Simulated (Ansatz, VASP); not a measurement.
**Au in VASP and in Ansatz**

The input INCAR:

```
SYSTEM = Au
  ALGO = Normal
  EDIFF = 1E-7
  ENCUT = 520
  GGA = PE
  ISIF = 2
  ISMEAR = 0
  LASPH = .True.
  LCHARG = .True.
  LELF = .True.
  LREAL = .False.
  LVHAR = .True.
  LWAVE = .False.
  NBANDS = 12
  NELM = 60
  PREC = Accurate
  SIGMA = 0.15
```

File KPOINTS:

```
k-points
0
Gamma
  20 20 20
  0 0 0
```

POSCAR

```
Au
1.0
    0.0000000000      2.0761825000      2.0455000000
    2.0761825000      0.0000000000      2.0455000000
    2.0761825000      2.0761825000      0.0000000000
Au
1
Direct
    0.0000000000      0.0000000000      0.0000000000
```

Input for Ansatz:

```yaml
crystal:
  lattice:
    - [0.0, 2.0761825, 2.0455]
    - [2.0761825, 0.0, 2.0455]
    - [2.0761825, 2.0761825, 0.0]
  atoms:
    - { symbol: Au, position: [0.0, 0.0, 0.0] }
basis:
  ecutwfc: 420
kpoints:
  mp_grid: { grid: [20, 20, 20] }
hamiltonian:
  xc: pbe
scf:
  occupations: { method: gaussian, width: 0.15 }
output:
  forces: true
  stress: true
  eigenvalues: true
```

Change from the starting cell: strain +0.015 along x and y, +0.000 along z, atoms carried along.

Alike in both runs: task single point; functional PBE; k mesh 20 × 20 × 20; occupations gaussian, width 0.15 eV; no spin polarisation.

|  | VASP | Ansatz |
| --- | --- | --- |
| version | VASP 6.6.1 | Ansatz 0.2.0 |
| potentials or method | VASP PAW PBE potentials, release 64 (Au), cutoff 520 eV | scalar-relativistic, plane waves, PAW |
| valence electrons in the cell | 11 | 19 |

Ansatz gave:

```
gap on the k mesh at the Fermi level (eV)                     : none
pressure (GPa)                                                : 2.8
traceless stress, the component that is largest in VASP (GPa) : 0.27
```

Problem. Estimate VASP's values.

Solution. gap on the k mesh at the Fermi level (eV): none; pressure (GPa): 2.6; traceless stress, the component that is largest in VASP (GPa): 0.26.

A gap of «none» marks a metal or a gap that the smearing closes. VASP's potentials hold 11 valence electrons a cell and Ansatz's 19, so a difference there can come from the potentials and not from the codes.

Spin-orbit coupling is off throughout.
